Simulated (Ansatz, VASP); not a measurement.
**BP: VASP beside Ansatz**

POSCAR

```
BP
1.0
    0.0000000000      2.2690000000      2.2690000000
    2.2690000000      0.0000000000      2.2690000000
    2.2690000000      2.2690000000      0.0000000000
B P
1 1
Direct
    0.0000000000      0.0000000000      0.0000000000
    0.7500000000      0.7500000000      0.7500000000
```

The input INCAR.step1:

```
ALGO = Normal
EDIFF = 1E-4
ENCUT = 520
GGA = PE
ISMEAR = -1
LASPH = True
LCHARG = False
LREAL = False
LWAVE = True
NBANDS = 11
NELM = 100
PREC = Accurate
SIGMA = 0.05
```

INCAR.step2

```
ALGO = Normal
EDIFF = 1E-8
ENCUT = 520
ISIF = 2
ISMEAR = -1
ISTART = 1
LASPH = True
LCHARG = False
LEFG = True
LMIXTAU = True
LREAL = False
LWAVE = False
METAGGA = R2SCAN
NBANDS = 11
NELM = 100
PREC = Accurate
SIGMA = 0.05
```

File KPOINTS:

```
k-points
0
Gamma
  15 15 15
```

Input for Ansatz:

```yaml
crystal:
  lattice:
    - [0.0, 2.269, 2.269]
    - [2.269, 0.0, 2.269]
    - [2.269, 2.269, 0.0]
  atoms:
    - { symbol: B, position: [0.0, 0.0, 0.0] }
    - { symbol: P, position: [0.75, 0.75, 0.75] }
kpoints:
  mp_grid: { grid: [15, 15, 15] }
  band_path:
    path:
      - [0.0, 0.0, 0.0]
      - [-0.5, -0.5, 0.0]
      - [-0.375, -0.375, 0.25]
      - [-0.375, 0.0, 0.375]
      - [0.0, 0.0, 0.0]
      - [0.0, 0.0, 0.5]
      - [-0.5, -0.25, 0.25]
      - [-0.5, -0.5, 0.0]
    npoints: 5
scf:
  occupations: { method: fermi_dirac, width: 0.05 }
hamiltonian:
  xc: r2scan
  pseudopotentials: { kind: paw }
output:
  forces: true
  stress: true
  eigenvalues: true
  efg: { contact_densities: true }
  write_density: true
  write_potential: true
  elf: true
  volumetric_format: npy
```

Alike in both runs: task electric field gradients; functional r2SCAN; k mesh 15 × 15 × 15; occupations fermi-dirac, width 0.05 eV; no spin polarisation.

|  | VASP | Ansatz |
| --- | --- | --- |
| version | VASP 6.6.1 | Ansatz 0.2.0 |
| potentials or method | VASP PAW PBE potentials, release 64 (B, P) | PAW with Ansatz's default frozen-core files, scalar-relativistic |
| plane-wave cutoff (eV) | 520 | 500 |
| valence electrons in the cell | 8 | 8 |

Ansatz gave:

- pressure (GPa): -0.2

Q: What did VASP give for the same quantities?

A: Pressure (GPa): -0.7.

VASP's potentials were made for PBE, not for r2SCAN. With one functional, cell and mesh, what is left measures potentials, basis and numerics.
